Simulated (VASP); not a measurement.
Here is a VASP 6.6.1 calculation.

File POSCAR:

```
CdH2O2
1.0
    3.5155260000      0.0000000000      0.0000000000
   -1.7577630000      3.0445350000      0.0000000000
    0.0000000000      0.0000000000      4.6429790000
Cd H O
1 2 2
Direct
    0.0000000000      0.0000000000      0.0000000000
    0.6666666667      0.3333333333      0.5509610000
    0.3333333333      0.6666666667      0.4490390000
    0.6666666667      0.3333333333      0.7593720000
    0.3333333333      0.6666666667      0.2406280000
```

INCAR.step1

```
PREC = Accurate
ENCUT = 660
ISMEAR = 0
SIGMA = 0.01
LREAL = False
LASPH = True
NELM = 120
NBANDS = 25
GGA = PE
ALGO = Normal
EDIFF = 1E-5
LWAVE = True
LCHARG = False
GGA_COMPAT = False
```

The input INCAR.step2:

```
PREC = Accurate
ENCUT = 660
EDIFF = 1E-6
ISMEAR = 0
SIGMA = 0.01
LREAL = False
LASPH = True
NELM = 120
ALGO = Normal
ISIF = 2
LWAVE = False
LCHARG = False
METAGGA = R2SCAN
LMIXTAU = True
NBANDS = 25
ISTART = 1
GGA_COMPAT = False
```

File KPOINTS:

```
regular mesh
0
Gamma
  5 5 4
```

Potentials or basis: VASP PAW PBE potentials, release 64 (Cd_sv_GW, H, O).

Launch:

```sh
$ cat potpaw_PBE.64/Cd_sv_GW/POTCAR potpaw_PBE.64/H/POTCAR potpaw_PBE.64/O/POTCAR > POTCAR
$ cp INCAR.step1 INCAR
$ mpirun -np 1 vasp_std > vasp.out
$ cp INCAR.step2 INCAR
$ mpirun -np 1 vasp_std > vasp.out
```

Question: Estimate the pressure.

Answer: -0.9 GPa.

Question: Estimate the largest force.

Answer: 0.101 eV/Å.

Forces in eV/Å, atoms in the order of the input:
```
Cd   0.000  0.000  0.000
H    0.000  0.000  0.002
H    0.000  0.000 -0.002
O    0.000  0.000  0.101
O    0.000  0.000 -0.101
```

Caveat: the PAW data sets were made with another functional, which shifts forces and pressure a little.
